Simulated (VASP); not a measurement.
Here is a VASP 6.6.1 calculation.

Contents of INCAR:

```
SYSTEM = Sb2Br4O
PREC = Accurate
ENCUT = 520
EDIFF = 1E-6
ISMEAR = 1
SIGMA = 0.2699
LREAL = .False.
LASPH = .True.
NELM = 100
ALGO = Normal
ISIF = 2
LWAVE = .False.
LCHARG = .True.
GGA = PE
LELF = .True.
LVHAR = .True.
NBANDS = 31
```

KPOINTS

```
Automatic mesh
0
Gamma
  4 4 4
  0 0 0
```

The input POSCAR:

```
Sb2Br4O
1.0
    0.0000000000      4.8928780000      0.0000000000
    4.8928780000      0.0000000000      0.0000000000
    2.4464390000      2.4464390000     -8.5816650000
Br O Sb
4 1 2
Direct
    0.3275100000      0.3275100000      0.3449800000
    0.6724900000      0.6724900000      0.6550200000
    0.5000000000      0.0000000000      0.0000000000
    0.0000000000      0.5000000000      0.0000000000
    0.5000000000      0.5000000000      0.0000000000
    0.1368000000      0.1368000000      0.7264000000
    0.8632000000      0.8632000000      0.2736000000
```

Potentials or basis: VASP PAW PBE potentials, release 64 (Br, O, Sb).

Launch:

```bash
$ cat potpaw_PBE.64/Br/POTCAR potpaw_PBE.64/O/POTCAR potpaw_PBE.64/Sb/POTCAR > POTCAR
$ mpirun -np 1 vasp_std > vasp.out
```

(1) What does it give for the pressure?

(2) What does it give for the band gap on the k mesh?

## Answers

(1) -5.5 GPa.

(2) zero (bands 22 and 23 overlap by 1.12 eV).

Caveat: the cell stands under tension; spin-orbit coupling is left out, which moves the levels of the heavy elements.
